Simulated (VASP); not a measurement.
# SnTe (Fm-3m) in VASP: a series of runs

SnTe is run at these levels: PBE; tasks: single point.

Everything below comes from runs of VASP 6.6.1. Logs are shortened: lines on timing, memory, paths and dates and some standing lists are left out, and cuts for length are marked.

### 1 The cell of the first run

Symmetry: Fm-3m, No. 225, cubic system. Conventional cell: a = 6.410 Å, b = 6.410 Å, c = 6.410 Å, α = 90.00°, β = 90.00°, γ = 90.00°. Within 4.2 Å of Sn (site symmetry m-3m) lie 6 Te at 3.21 Å. Te (site symmetry m-3m) has 6 Sn at 3.21 Å within 4.2 Å.

### 2 Single point, PBE

INCAR

```
SYSTEM = SnTe
PREC     = Accurate       ! precision mode
ENCUT    = 520            ! plane-wave cutoff, eV
EDIFF    = 1E-6           ! SCF threshold, eV
ISMEAR   = 0              ! smearing method
SIGMA    = 0.05           ! smearing width, eV
LREAL    = .FALSE.        ! projectors in reciprocal space
LASPH    = .TRUE.         ! aspherical terms in the spheres
NELM     = 60             ! most SCF steps
ALGO     = Normal         ! electronic algorithm
ISIF     = 2              ! what is computed and relaxed
LWAVE    = .FALSE.        ! write WAVECAR
LCHARG   = .TRUE.         ! write CHGCAR
GGA      = PE             ! functional
LELF     = .TRUE.         ! ELF
LVHAR    = .TRUE.       
NBANDS   = 17             ! bands
```

KPOINTS

```
regular mesh
0
G
  10 10 10
  0 0 0
```

POSCAR

```
SnTe
1.0
    0.0000000000      3.2051414516      3.2051414516
    3.2051414516      0.0000000000      3.2051414516
    3.2051414516      3.2051414516      0.0000000000
Sn Te
1 1
Direct
    0.5000000000      0.5000000000      0.5000000000
    0.0000000000      0.0000000000      0.0000000000
```

Potentials or basis: VASP PAW PBE potentials, release 64 (Sn_d, Te).

Command:

```console
cat potpaw_PBE.64/Sn_d/POTCAR potpaw_PBE.64/Te/POTCAR > POTCAR
mpirun -np 1 vasp_std > vasp.out
```

OUTCAR:

```text
SYSTEM = SnTe
   PREC = Accurate
   ENCUT = 520
   EDIFF = 1E-6
   ISMEAR = 0
   LREAL = .FALSE.
   LASPH = .TRUE.
   NELM = 60
   ISIF = 2
   GGA = PE

 ion  position               nearest neighbor table
   1  0.500  0.500  0.500-   2 3.21   2 3.21   2 3.21   2 3.21   2 3.21   2 3.21
   2  0.000  0.000  0.000-   1 3.21   1 3.21   1 3.21   1 3.21   1 3.21   1 3.21

  LATTYP: Found a face centered cubic cell.
 ALAT       =     6.4102829032

  Lattice vectors:

 A1 = (   0.0000000000,   3.2051414516,   3.2051414516)
 A2 = (   3.2051414516,   0.0000000000,   3.2051414516)
 A3 = (   3.2051414516,   3.2051414516,   0.0000000000)

Analysis of symmetry for initial positions (statically):
=====================================================================
 Subroutine PRICEL returns:
 Original cell was already a primitive cell.

 Routine SETGRP: Setting up the symmetry group for a
 face centered cubic supercell.

 Subroutine GETGRP returns: Found 48 space group operations
 (whereof 48 operations were pure point group operations)
 out of a pool of 48 trial point group operations.

The static configuration has the point symmetry O_h .

Analysis of symmetry for dynamics (positions and initial velocities):
=====================================================================
 Subroutine PRICEL returns:
 Original cell was already a primitive cell.

 Routine SETGRP: Setting up the symmetry group for a
 face centered cubic supercell.

 Subroutine GETGRP returns: Found 48 space group operations
 (whereof 48 operations were pure point group operations)
 out of a pool of 48 trial point group operations.

The dynamic configuration has the point symmetry O_h .

 Subroutine INISYM returns: Found 48 space group operations
 (whereof 48 operations are pure point group operations),
 and found     1 'primitive' translations

----------------------------------------------------------------------------------------

                                     Primitive cell

  volume of cell :      65.8524

  direct lattice vectors                    reciprocal lattice vectors
     0.000000000  3.205141452  3.205141452    -0.155999355  0.155999355  0.155999355
     3.205141452  0.000000000  3.205141452     0.155999355 -0.155999355  0.155999355
     3.205141452  3.205141452  0.000000000     0.155999355  0.155999355 -0.155999355

  length of vectors
     4.532754510  4.532754510  4.532754510     0.270198809  0.270198809  0.270198809

  position of ions in fractional coordinates (direct lattice)
     0.500000000  0.500000000  0.500000000
     0.000000000  0.000000000  0.000000000

[... 78 lines left out ...]
   EDIFFG = 0.1E-04   stopping-criterion for IOM
   NSW    =      0    number of steps for IOM
   IBRION =     -1    ionic relax: 0-MD 1-quasi-New 2-CG
   NFREE  =      0    steps in history (QN), initial steepest desc. (CG)
   ISIF   =      2    stress and relaxation
   ISYM   =      2    0-nonsym 1-usesym 2-fastsym
   POTIM  = 0.5000    time-step for ionic-motion
   TEBEG  =    0.0;   TEEND  =   0.0 temperature during run
   PSTRESS=    0.0 pullay stress
   NELECT =      20.0000    total number of electrons
   NUPDOWN=      -1.0000    fix difference up-down
   EMIN   =  10.00;   EMAX   =-10.00  energy-range for DOS
   EFERMI =   0.00;   METHOD = LEGACY
   ISMEAR =     0;   SIGMA  =   0.05  broadening in eV -4-tet -1-fermi 0-gaus
   EFERMI_NEDOS =   21; number of points for ismear=-14 and -15
   IALGO  =     38    algorithm
   IMIX   =      4    mixing-type and parameters
     AMIX     =   0.40;   BMIX     =  1.00
     AMIX_MAG =   1.60;   BMIX_MAG =  1.00
  volume/ion in A,a.u.               =      32.93       222.20
  Fermi-wavevector in a.u.,A,eV,Ry     =   1.100426  2.079504 16.475812  1.210938
  Thomas-Fermi vector in A             =   2.236837
   LORBIT       =      0    0 simple, 1 ext, 2 COOP (PROOUT), +10 PAW based schemes
   GGA     = PE    functional components
   LHFCALC =     F    Hartree Fock is set to
   AEXX    =    0.0000 exact exchange contribution
   IVDW    =     0    specifies the selected vdW correction
   LEPSILON=     F    determine dielectric tensor
   LRPA    =     F    only Hartree local field effects (RPA)
 non-spin polarized calculation
 Gauss-broadening in eV      SIGMA  =   0.05
  energy-cutoff  :      520.00
  volume of cell :       65.85
 maximum number of plane-waves:      1807
 NGX is ok and might be reduce to    36
   NGX = 17   NGY = 17   NGZ = 17

 number of electron      20.0000005 magnetization

 Free energy of the ion-electron system (eV)
  ---------------------------------------------------
  ext. energy  EPLUGINS =         0.00000000
  ---------------------------------------------------
  free energy    TOTEN  =        -7.56502492 eV

  energy without entropy =       -7.56485294  energy(sigma->0) =       -7.56493893

 E-fermi :   6.3495     XC(G=0):  -9.2652

 val. band max:        6.3234840095   @ k =   0.5000   0.0000   0.0000
 cond. band min:       6.3756114025   @ k =   0.5000   0.0000   0.0000
 fundamental gap:      0.0521273930
 Fermi energy:         6.3495477054

 k-point     1 :       0.0000    0.0000    0.0000
  band No.  band energies     occupation
      1     -15.5560      2.00000
      2     -15.5560      2.00000
      3     -15.5531      2.00000
      4     -15.5531      2.00000
      5     -15.5531      2.00000
      6      -6.1033      2.00000
[... 457 lines left out ...]
      4     -15.5465      2.00000
      5     -15.5462      2.00000
      6      -5.0300      2.00000
[... 9 lines left out ...]
     16      15.4082      0.00000
     17      15.8583      0.00000

 [... further k-points ...]

------------------------ aborting loop because EDIFF is reached ----------------------------------------

  FORCE on cell =-STRESS in cart. coord.  units (eV):
  Direction    XX          YY          ZZ          XY          YZ          ZX
  --------------------------------------------------------------------------------------
  -------------------------------------------------------------------------------------
  Total       -0.0298793     -0.0298793     -0.0298793      0.0000000     -0.0000000      0.0000000
  in kB       -0.7269576     -0.7269576     -0.7269576      0.0000000     -0.0000000      0.0000000
  external PRESSURE =      -0.7269576 kB  Pullay stress =       0.0000000 kB

 VOLUME and BASIS-vectors are now :
 -----------------------------------------------------------------------------
  energy-cutoff  :      520.00
  volume of cell :       65.85
      direct lattice vectors                 reciprocal lattice vectors
     0.000000000  3.205141452  3.205141452    -0.155999355  0.155999355  0.155999355
     3.205141452  0.000000000  3.205141452     0.155999355 -0.155999355  0.155999355
     3.205141452  3.205141452  0.000000000     0.155999355  0.155999355 -0.155999355

 POSITION                                       TOTAL-FORCE (eV/Angst)
 -----------------------------------------------------------------------------------
      3.20514      3.20514      3.20514         0.000000     -0.000000     -0.000000
      0.00000      0.00000      0.00000        -0.000000      0.000000      0.000000
 -----------------------------------------------------------------------------------
    total drift:                                0.000000      0.000000      0.000000

  FREE ENERGIE OF THE ION-ELECTRON SYSTEM (eV)
  ---------------------------------------------------
  free  energy   TOTEN  =        -7.5650249207 eV

  energy  without entropy=       -7.5648529416  energy(sigma->0) =       -7.56493893
```

It took 43 s on 1 thread of Intel Xeon Platinum 8488C (Sapphire Rapids), shared host; peak memory 0.23 GiB.

What came out:

- Free energy: -7.5650 eV
- Pressure: -0.1 GPa
- Band gap on the k mesh: 0.05 eV, direct

Levels at points of the mesh, in eV from the valence-band top:
```tsv
k point	band 7	band 8	band 9	band 10	band 11	band 12	band 13	band 14
(0.00, 0.00, 0.00)	-4.87	-2.00	-2.00	-2.00	3.25	3.25	3.25	4.85
(0.50, 0.00, 0.00)	-8.06	-1.68	-1.68	0.00	0.05	0.45	0.45	7.67
(0.50, 0.50, 0.00)	-6.42	-5.21	-3.49	-3.49	2.38	4.69	4.69	6.02
```

Caveat: spin-orbit coupling is left out, which moves the levels of the heavy elements.

### 3 Single point, PBE (volume scaled by 1.020)

INCAR

```
SYSTEM = SnTe
ALGO = Normal ; EDIFF = 1E-6
ENCUT = 520 ; GGA = PE
ISIF = 2 ; ISMEAR = 0
LASPH = .True. ; LCHARG = .False.
LREAL = .False. ; LWAVE = .False.
NBANDS = 17 ; NELM = 60
PREC = Accurate ; SIGMA = 0.05
```

KPOINTS

```
k-points
0
Gamma
  10 10 10
  0 0 0
```

POSCAR

```
SnTe
1.0
    0.0000000000      3.2263681725      3.2263681725
    3.2263681725      0.0000000000      3.2263681725
    3.2263681725      3.2263681725      0.0000000000
Sn Te
1 1
Direct
    0.5000000000      0.5000000000      0.5000000000
    0.0000000000      0.0000000000      0.0000000000
```

Potentials or basis: VASP PAW PBE potentials, release 64 (Sn_d, Te).

Command:

```console
cat potpaw_PBE.64/Sn_d/POTCAR potpaw_PBE.64/Te/POTCAR > POTCAR
mpirun -np 1 vasp_std > vasp.out
```

Wall time 41 s (1 thread of Intel Xeon Platinum 8488C (Sapphire Rapids), shared host); peak memory 0.23 GiB.

The run converged. Its results:

- Free energy: -7.5618 eV
- Pressure: -0.8 GPa
- Band gap on the k mesh: 0.11 eV, direct

Levels at points of the mesh, in eV from the valence-band top:
```csv
k point,band 7,band 8,band 9,band 10,band 11,band 12,band 13,band 14
"(0.00, 0.00, 0.00)",-4.89,-1.90,-1.90,-1.90,3.24,3.24,3.24,4.93
"(0.50, 0.00, 0.00)",-7.93,-1.59,-1.59,0.00,0.11,0.52,0.52,7.67
"(0.50, 0.50, 0.00)",-6.37,-5.04,-3.36,-3.36,2.50,4.63,4.63,5.92
```

Caveat: spin-orbit coupling is left out, which moves the levels of the heavy elements. A k mesh can miss the band edges.

### 4 Single point, PBE (volume scaled by 1.040)

INCAR

```
SYSTEM = SnTe
PREC = Accurate
ENCUT = 520
EDIFF = 1E-7
ISMEAR = 0
SIGMA = 0.05
LREAL = .False.
LASPH = .True.
NELM = 60
ALGO = Normal
ISIF = 2
LWAVE = .False.
LCHARG = .False.
GGA = PE
NBANDS = 17
```

KPOINTS

```
Automatic mesh
0
Gamma
  10 10 10
  0 0 0
```

POSCAR

```
SnTe
1.0
    0.0000000000      3.2473192023      3.2473192023
    3.2473192023      0.0000000000      3.2473192023
    3.2473192023      3.2473192023      0.0000000000
Sn Te
1 1
Direct
    0.5000000000      0.5000000000      0.5000000000
    0.0000000000      0.0000000000      0.0000000000
```

Command:

```console
cat potpaw_PBE.64/Sn_d/POTCAR potpaw_PBE.64/Te/POTCAR > POTCAR
mpirun -np 1 vasp_std > vasp.out
```

Wall time 45 s (1 thread of Intel Xeon Platinum 8488C (Sapphire Rapids), shared host); peak memory 0.23 GiB.

The run converged. Its results:

* Free energy: -7.5527 eV
* Pressure: -1.5 GPa
* Band gap on the k mesh: 0.16 eV, direct

Levels at points of the mesh, in eV from the valence-band top:
| k point | band 8 | band 9 | band 10 | band 11 | band 12 | band 13 |
| --- | --- | --- | --- | --- | --- | --- |
| (0.00, 0.00, 0.00) | -1.81 | -1.81 | -1.81 | 3.24 | 3.24 | 3.24 |
| (0.50, 0.00, 0.00) | -1.50 | -1.50 | 0.00 | 0.16 | 0.58 | 0.58 |
| (0.50, 0.50, 0.00) | -4.87 | -3.23 | -3.23 | 2.61 | 4.58 | 4.58 |

Caveat: spin-orbit coupling is left out, which moves the levels of the heavy elements. A k mesh can miss the band edges.

### 5 The runs side by side

| cell | gap on the mesh (eV) | pressure (GPa) |
| --- | --- | --- |
| a = 4.533 Å, angles 60.0°, 2 atoms | 0.05 | -0.1 |
| a = 4.563 Å, angles 60.0°, 2 atoms | 0.11 | -0.8 |
| a = 4.592 Å, angles 60.0°, 2 atoms | 0.16 | -1.5 |

Alike in all rows: task single point; level PBE; potentials or basis VASP PAW PBE potentials, release 64 (Sn_d, Te); no spin polarisation; k mesh 10 × 10 × 10; cutoff (eV) 520; smearing gaussian 0.05 eV.

Caveats: spin-orbit coupling is left out, which moves the levels of the heavy elements.

Total energies depend on the potentials used, so only differences within one code and one set of settings carry meaning.
